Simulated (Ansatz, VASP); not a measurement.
Two plane-wave programs on Ge

Contents of INCAR:

```
SYSTEM = Ge
PREC = Accurate ; ENCUT = 520
EDIFF = 1E-6 ; ISMEAR = 0
SIGMA = 0.15 ; LREAL = .False.
LASPH = .True. ; NELM = 100
ALGO = Normal ; ISIF = 2
LWAVE = .False. ; LCHARG = .False.
NBANDS = 21
```

File KPOINTS:

```
regular mesh
0
Gamma
  16 16 16
  0 0 0
```

The input POSCAR:

```
Ge
1.0
    0.0000000000      2.9867206799      2.4897303588
    2.9867206799      0.0000000000      2.4897303588
    2.9867206799      2.9867206799      0.0000000000
Ge
2
Direct
    0.5000000000      0.5000000000      0.5000000000
    0.7500000000      0.7500000000      0.7500000000
```

Input for Ansatz:

```yaml
crystal:
  lattice:
    - [0.0, 2.9867206799, 2.4897303588]
    - [2.9867206799, 0.0, 2.4897303588]
    - [2.9867206799, 2.9867206799, 0.0]
  atoms:
    - { symbol: Ge, position: [0.5, 0.5, 0.5] }
    - { symbol: Ge, position: [0.75, 0.75, 0.75] }
basis:
  ecutwfc: 420
kpoints:
  mp_grid: { grid: [16, 16, 16] }
hamiltonian:
  xc: lda
scf:
  occupations: { method: gaussian, width: 0.15 }
output:
  forces: true
  stress: true
  eigenvalues: true
```

Alike in both runs: task single point; functional LDA; k mesh 16 × 16 × 16; occupations gaussian, width 0.15 eV; no spin polarisation.

|  | VASP | Ansatz |
| --- | --- | --- |
| version | VASP 6.6.1 | Ansatz 0.2.0 |
| potentials or method | VASP PAW LDA potentials, release 64 (Ge_d), cutoff 520 eV | scalar-relativistic, plane waves, PAW |
| valence electrons in the cell | 28 | 28 |

VASP gave:

* gap on the k mesh at the Fermi level (eV): none
* pressure (GPa): -0.4
* traceless stress, the component that is largest in VASP (GPa): 5.21

**Question.** Which values does Ansatz return?

**Answer.** gap on the k mesh at the Fermi level (eV): none; pressure (GPa): -0.6; traceless stress, the component that is largest in VASP (GPa): 5.21.

LDA's correlation is that of Perdew and Zunger in VASP and of Perdew and Wang (1992) in Ansatz. A gap of «none» marks a metal or a gap that the smearing closes.
